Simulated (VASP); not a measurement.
# Hf (P6_3/mmc) in VASP: further runs

Hf is run at these levels: LDA; tasks: single point, relaxation of cell and atoms.

Everything below comes from runs of VASP 6.6.1. Logs are shortened: lines on timing, memory, paths and dates and some standing lists are left out, and cuts for length are marked.

**1. The cell of the first run**

The structure is hexagonal, space group P6_3/mmc (No. 194). The conventional cell has a = 3.115 Å, b = 3.115 Å, c = 4.953 Å, α = 90.00°, β = 90.00°, γ = 120.00°. Within 4.0 Å of Hf (site symmetry -6m2) lie 12 Hf at 3.06 to 3.12 Å.

**2. Single point, LDA**

Contents of INCAR:

```
PREC     = Accurate       # precision mode
ENCUT    = 520            # plane-wave cutoff, eV
EDIFF    = 1E-7           # SCF threshold, eV
ISMEAR   = 1              # smearing method
SIGMA    = 0.05           # smearing width, eV
LREAL    = F              # projectors in reciprocal space
LASPH    = T              # aspherical terms in the spheres
NELM     = 60             # most SCF steps
ALGO     = Normal         # electronic algorithm
ISIF     = 2              # what is computed and relaxed
LWAVE    = F              # write WAVECAR
LCHARG   = F              # write CHGCAR
GGA      = CA             # functional
NBANDS   = 17             # bands
```

Contents of KPOINTS:

```
Automatic mesh
0
Gamma
  9 9 5
```

Contents of POSCAR:

```
Hf
1.0
    3.1150401073      0.0000000000      0.0000000000
   -1.5575200536      2.6977038667      0.0000000000
    0.0000000000      0.0000000000      4.9525396581
Hf
2
Direct
    0.3333333333      0.6666666667      0.2500000000
    0.6666666667      0.3333333333      0.7500000000
```

Potentials or basis: VASP PAW LDA potentials, release 64 (Hf_pv).

Launch:

```
$ cat potpaw_LDA.64/Hf_pv/POTCAR > POTCAR
$ mpirun -np 1 vasp_std > vasp.out
```

OUTCAR:

```text
PREC = Accurate
   ENCUT = 520
   EDIFF = 1E-7
   ISMEAR = 1
   LREAL = F
   LASPH = T
   NELM = 60
   ISIF = 2
   GGA = CA

 ion  position               nearest neighbor table
   1  0.333  0.667  0.250-   2 3.06   2 3.06   2 3.06   2 3.06   2 3.06   2 3.06
   2  0.667  0.333  0.750-   1 3.06   1 3.06   1 3.06   1 3.06   1 3.06   1 3.06

  LATTYP: Found a hexagonal cell.
 ALAT       =     3.1150401073
 C/A-ratio  =     1.5898799012

  Lattice vectors:

 A1 = (   3.1150401073,   0.0000000000,   0.0000000000)
 A2 = (  -1.5575200536,   2.6977038667,   0.0000000000)
 A3 = (   0.0000000000,   0.0000000000,   4.9525396581)

Analysis of symmetry for initial positions (statically):
=====================================================================
 Subroutine PRICEL returns:
 Original cell was already a primitive cell.

 Routine SETGRP: Setting up the symmetry group for a
 hexagonal supercell.

 Subroutine GETGRP returns: Found 24 space group operations
 (whereof 12 operations were pure point group operations)
 out of a pool of 24 trial point group operations.

The static configuration has the point symmetry D_3d.
 The point group associated with its full space group is D_6h.

Analysis of symmetry for dynamics (positions and initial velocities):
=====================================================================
 Subroutine PRICEL returns:
 Original cell was already a primitive cell.

 Routine SETGRP: Setting up the symmetry group for a
 hexagonal supercell.

 Subroutine GETGRP returns: Found 24 space group operations
 (whereof 12 operations were pure point group operations)
 out of a pool of 24 trial point group operations.

The dynamic configuration has the point symmetry D_3d.
 The point group associated with its full space group is D_6h.

 Subroutine INISYM returns: Found 24 space group operations
 (whereof 12 operations are pure point group operations),
 and found     1 'primitive' translations

----------------------------------------------------------------------------------------

                                     Primitive cell

  volume of cell :      41.6184

  direct lattice vectors                    reciprocal lattice vectors
     3.115040107  0.000000000  0.000000000     0.321023154  0.185342804  0.000000000
    -1.557520054  2.697703867  0.000000000     0.000000000  0.370685609  0.000000000
     0.000000000  0.000000000  4.952539658     0.000000000  0.000000000  0.201916606

  length of vectors
     3.115040107  3.115040107  4.952539658     0.370685609  0.370685609  0.201916606

  position of ions in fractional coordinates (direct lattice)
     0.333333333  0.666666667  0.250000000
     0.666666667  0.333333333  0.750000000

  ion indices of the primitive-cell ions
   primitive index   ion index
                 1           1
                 2           2

----------------------------------------------------------------------------------------

 KPOINTS: Automatic mesh

Automatic generation of k-mesh.
 Grid dimensions read from file:
 generate k-points for:    9    9    5

 Generating k-lattice:

  Cartesian coordinates                     Fractional coordinates (reciprocal lattice)
     0.035669239  0.020593645  0.000000000     0.111111111 -0.000000000  0.000000000
     0.000000000  0.041187290  0.000000000     0.000000000  0.111111111  0.000000000
     0.000000000  0.000000000  0.040383321     0.000000000  0.000000000  0.200000000

  Length of vectors
     0.041187290  0.041187290  0.040383321

  Shift w.r.t. Gamma in fractional coordinates (k-lattice)
     0.000000000  0.000000000  0.000000000

 Subroutine IBZKPT returns following result:
 ===========================================

 Found     36 irreducible k-points:

 Following reciprocal coordinates:
            Coordinates               Weight
  0.000000  0.000000  0.000000      1.000000
  0.111111  0.000000  0.000000      6.000000
  0.222222  0.000000  0.000000      6.000000
  0.333333  0.000000  0.000000      6.000000
  0.444444  0.000000  0.000000      6.000000
  0.111111  0.111111  0.000000      6.000000
[... 16 lines left out ...]
  0.333333  0.222222  0.200000     24.000000
  0.333333  0.333333  0.200000      4.000000
 [... further k-points ...]
   k-points           NKPTS =     36   k-points in BZ     NKDIM =     36   number of bands    NBANDS=     17
   number of dos      NEDOS =    301   number of ions     NIONS =      2
   total plane-waves  NPLWV =  23040
   dimension x,y,z NGX =    24 NGY =   24 NGZ =   40
   dimension x,y,z NGXF=    48 NGYF=   48 NGZF=   80
   ions per type =               2
   NGX,Y,Z   is equivalent  to a cutoff of  12.81, 12.81, 13.43 a.u.
   NGXF,Y,Z  is equivalent  to a cutoff of  25.62, 25.62, 26.85 a.u.
 SYSTEM =  unknown system
   PREC   = accura    normal or accurate (medium, high low for compatibility)
   ISTART =      0    job   : 0-new  1-cont  2-samecut
   ICHARG =      2    charge: 1-file 2-atom 10-const
   ISPIN  =      1    spin polarized calculation?
   LNONCOLLINEAR =      F non collinear calculations
   LSORBIT =      F    spin-orbit coupling
   LASPH  =      T    aspherical Exc in radial PAW
   ENCUT  =  520.0 eV  38.22 Ry    6.18 a.u.   5.79  5.79  9.21*2*pi/ulx,y,z
   NELM   =     60;   NELMIN=  2; NELMDL= -5     # of ELM steps
   EDIFF  = 0.1E-06   stopping-criterion for ELM
   LREAL  =      F    real-space projection
   EDIFFG = 0.1E-05   stopping-criterion for IOM
   NSW    =      0    number of steps for IOM
   IBRION =     -1    ionic relax: 0-MD 1-quasi-New 2-CG
   NFREE  =      0    steps in history (QN), initial steepest desc. (CG)
   ISIF   =      2    stress and relaxation
   ISYM   =      2    0-nonsym 1-usesym 2-fastsym
   POTIM  = 0.5000    time-step for ionic-motion
   TEBEG  =    0.0;   TEEND  =   0.0 temperature during run
   PSTRESS=    0.0 pullay stress
   NELECT =      20.0000    total number of electrons
   NUPDOWN=      -1.0000    fix difference up-down
   EMIN   =  10.00;   EMAX   =-10.00  energy-range for DOS
   EFERMI =   0.00;   METHOD = LEGACY
   ISMEAR =     1;   SIGMA  =   0.05  broadening in eV -4-tet -1-fermi 0-gaus
   EFERMI_NEDOS =   21; number of points for ismear=-14 and -15
   IALGO  =     38    algorithm
   IMIX   =      4    mixing-type and parameters
     AMIX     =   0.40;   BMIX     =  1.00
     AMIX_MAG =   1.60;   BMIX_MAG =  1.00
  volume/ion in A,a.u.               =      20.81       140.43
  Fermi-wavevector in a.u.,A,eV,Ry     =   1.282300  2.423195 22.371957  1.644292
  Thomas-Fermi vector in A             =   2.414619
   LORBIT       =      0    0 simple, 1 ext, 2 COOP (PROOUT), +10 PAW based schemes
   GGA     = CA    functional components
   LHFCALC =     F    Hartree Fock is set to
   AEXX    =    0.0000 exact exchange contribution
   IVDW    =     0    specifies the selected vdW correction
   LEPSILON=     F    determine dielectric tensor
   LRPA    =     F    only Hartree local field effects (RPA)
 non-spin polarized calculation
 Methfessel and Paxton  Order N= 1 SIGMA  =   0.05
  energy-cutoff  :      520.00
  volume of cell :       41.62
 maximum number of plane-waves:      1134
 NGX is ok and might be reduce to    24
   NGX = 11   NGY = 11   NGZ = 19

 number of electron      19.9999997 magnetization

 Free energy of the ion-electron system (eV)
  ---------------------------------------------------
  ext. energy  EPLUGINS =         0.00000000
  ---------------------------------------------------
  free energy    TOTEN  =       -21.39697086 eV

  energy without entropy =      -21.39701178  energy(sigma->0) =      -21.39698450

 E-fermi :   5.4013     XC(G=0): -11.8045

 val. band max:        5.3798324302   @ k =   0.2222   0.2222   0.4000
 cond. band min:       5.4234535835   @ k =   0.2222   0.2222   0.4000
 fundamental gap:      0.0436211534
 Fermi energy:         5.4012567491

 k-point     1 :       0.0000    0.0000    0.0000
  band No.  band energies     occupation
      1     -25.5935      2.00000
      2     -24.6321      2.00000
      3     -24.6321      2.00000
      4     -24.4800      2.00000
      5     -24.4725      2.00000
      6     -24.4725      2.00000
[... 9 lines left out ...]
     16       8.0461      0.00000
     17      10.9626      0.00000

 k-point     2 :       0.1111    0.0000    0.0000
  band No.  band energies     occupation
      1     -25.5527      2.00000
      2     -24.7217      2.00000
      3     -24.6614      2.00000
      4     -24.5664      2.00000
      5     -24.4984      2.00000
      6     -24.4845      2.00000
[... 9 lines left out ...]
     16       7.6945      0.00000
     17      11.2560      0.00000

 k-point     3 :       0.2222    0.0000    0.0000
  band No.  band energies     occupation
      1     -25.4398      2.00000
      2     -24.9478      2.00000
      3     -24.7925      2.00000
      4     -24.7320      2.00000
      5     -24.5542      2.00000
      6     -24.5179      2.00000
[... 9 lines left out ...]
     16       8.7406      0.00000
     17      11.7419      0.00000

 k-point     4 :       0.3333    0.0000    0.0000
  band No.  band energies     occupation
      1     -25.2842      2.00000
      2     -25.2028      2.00000
      3     -25.0320      2.00000
      4     -24.8077      2.00000
      5     -24.6443      2.00000
      6     -24.5590      2.00000
[... 9 lines left out ...]
     16      10.2632      0.00000
     17      12.0638      0.00000
[... 343 lines left out ...]
      1     -25.3092      2.00000
      2     -25.2105      2.00000
      3     -24.9709      2.00000
      4     -24.9134      2.00000
      5     -24.7224      2.00000
      6     -24.6469      2.00000
[... 9 lines left out ...]
     16      11.0881      0.00000
     17      12.2682      0.00000

 k-point    23 :       0.3333    0.2222    0.2000
  band No.  band energies     occupation
      1     -25.3293      2.00000
      2     -25.2322      2.00000
      3     -25.0618      2.00000
      4     -24.8944      2.00000
      5     -24.8150      2.00000
      6     -24.7083      2.00000
[... 9 lines left out ...]
     16      11.7815      0.00000
     17      12.5349      0.00000

 k-point    24 :       0.3333    0.3333    0.2000
  band No.  band energies     occupation
      1     -25.2142      2.00000
      2     -25.2082      2.00000
      3     -25.2082      2.00000
      4     -24.9266      2.00000
      5     -24.7908      2.00000
      6     -24.7908      2.00000
[... 9 lines left out ...]
     16      10.9584      0.00000
     17      12.0330      0.00000

 [... further k-points ...]
[... 5 lines left out ...]
  --------------------------------------------------------------------------------------
  -------------------------------------------------------------------------------------
  Total        0.0319597      0.0319597      0.0141473      0.0000000      0.0000000     -0.0000000
  in kB        1.2303460      1.2303460      0.5446276      0.0000000      0.0000000     -0.0000000
  external PRESSURE =       1.0017732 kB  Pullay stress =       0.0000000 kB

 VOLUME and BASIS-vectors are now :
 -----------------------------------------------------------------------------
  energy-cutoff  :      520.00
  volume of cell :       41.62
      direct lattice vectors                 reciprocal lattice vectors
     3.115040107  0.000000000  0.000000000     0.321023154  0.185342804  0.000000000
    -1.557520054  2.697703867  0.000000000     0.000000000  0.370685609  0.000000000
     0.000000000  0.000000000  4.952539658     0.000000000  0.000000000  0.201916606

 POSITION                                       TOTAL-FORCE (eV/Angst)
 -----------------------------------------------------------------------------------
     -0.00000      1.79847      1.23813         0.000000      0.000000      0.000000
      1.55752      0.89923      3.71440        -0.000000      0.000000      0.000000
 -----------------------------------------------------------------------------------
    total drift:                                0.000000     -0.000000      0.000000

  FREE ENERGIE OF THE ION-ELECTRON SYSTEM (eV)
  ---------------------------------------------------
  free  energy   TOTEN  =       -21.3969708600 eV

  energy  without entropy=      -21.3970117768  energy(sigma->0) =      -21.39698450
```

It took 8.5 s on 1 thread of Intel Xeon 6975P-C (Granite Rapids), shared host; peak memory 0.14 GiB.

What came out:

```
Free energy            : -21.3970 eV
Pressure               : 0.1 GPa
Band gap on the k mesh : zero (band 10 reaches 6.45 eV, above the bottom of band 11 at 4.99 eV)
```

Caveat: spin-orbit coupling is left out, which moves the levels of the heavy elements.

**3. Relaxation of cell and atoms, LDA**

This run uses another cell than the first one, of 22.31 Å³/atom, 1.072 times its volume.

Contents of INCAR:

```
SYSTEM = Hf
ALGO     = Normal         ! electronic algorithm
EDIFF    = 1E-6           ! SCF threshold, eV
EDIFFG   = -0.01          ! ionic threshold
ENCUT    = 600            ! plane-wave cutoff, eV
IBRION   = 2              ! ionic algorithm
ISIF     = 3              ! what is computed and relaxed
ISMEAR   = 1              ! smearing method
LASPH    = .TRUE.         ! aspherical terms in the spheres
LCHARG   = .FALSE.        ! write CHGCAR
LREAL    = .FALSE.        ! projectors in reciprocal space
LWAVE    = .FALSE.        ! write WAVECAR
NELM     = 80             ! most SCF steps
NSW      = 60             ! ionic steps
PREC     = Accurate       ! precision mode
SIGMA    = 0.05           ! smearing width, eV
```

Contents of KPOINTS:

```
k-points
0
G
  9 9 5
  0 0 0
```

Contents of POSCAR:

```
Hf
1.0
    3.1600000000      0.0000000000      0.0000000000
   -1.5800000000      2.7366402760      0.0000000000
    0.0000000000      0.0000000000      5.1602800000
Hf
2
Direct
    0.3333333333      0.6666666667      0.2500000000
    0.6666666667      0.3333333333      0.7500000000
```

Potentials or basis: VASP PAW LDA potentials, release 64 (Hf_pv).

Launch:

```
$ cat potpaw_LDA.64/Hf_pv/POTCAR > POTCAR
$ mpirun -np 1 vasp_std > vasp.out
```

It took 37 s on 1 thread of Intel Xeon 6975P-C (Granite Rapids), shared host; peak memory 0.17 GiB.

The run converged. Its results:

```
Free energy                            : -21.3974 eV
Relaxed volume                         : 20.82 Å³/atom
Relaxed cell                           : a = 3.116 Å, b = 3.116 Å, c = 4.952 Å, α = 90.00°, β = 90.00°, γ = 120.00°
Space group after relaxing (to 0.05 Å) : P6_3/mmc (No. 194)
Energy gained by relaxing              : 43.4 meV/atom
Ionic steps                            : 6
Pressure after relaxing                : 0.1 GPa
Band gap on the k mesh                 : zero (band 10 reaches 6.44 eV, above the bottom of band 11 at 4.99 eV)
```

Step by step:
| step | energy change (eV) | largest force (eV/Å) | pressure (GPa) | volume (Å³) |
| --- | --- | --- | --- | --- |
| 1 | 0.0000 | 0.0000 | -7.59 | 44.62 |
| 2 | 0.0451 | 0.0000 | 12.59 | 38.13 |
| 3 | -0.0841 | 0.0000 | 0.04 | 41.59 |
| 4 | -0.0841 | 0.0000 | 0.22 | 41.53 |
| 5 | -0.0867 | 0.0000 | 0.09 | 41.62 |
| 6 | -0.0868 | 0.0000 | 0.06 | 41.64 |

Final structure:
```
CELL_PARAMETERS angstrom
3.11593 0.00000 0.00000
-1.55797 2.69848 0.00000
0.00000 0.00000 4.95184
ATOMIC_POSITIONS crystal
Hf 0.33333 0.66667 0.25000
Hf 0.66667 0.33333 0.75000
```

Levels at points of the mesh, in eV from the Fermi level:
```tsv
k point	band 7	band 8	band 9	band 10	band 11	band 12	band 13	band 14
(0.00, 0.00, 0.00)	-7.64	-4.03	0.95	1.04	1.04	1.29	1.93	1.93
```

Caveat: spin-orbit coupling is left out, which moves the levels of the heavy elements.
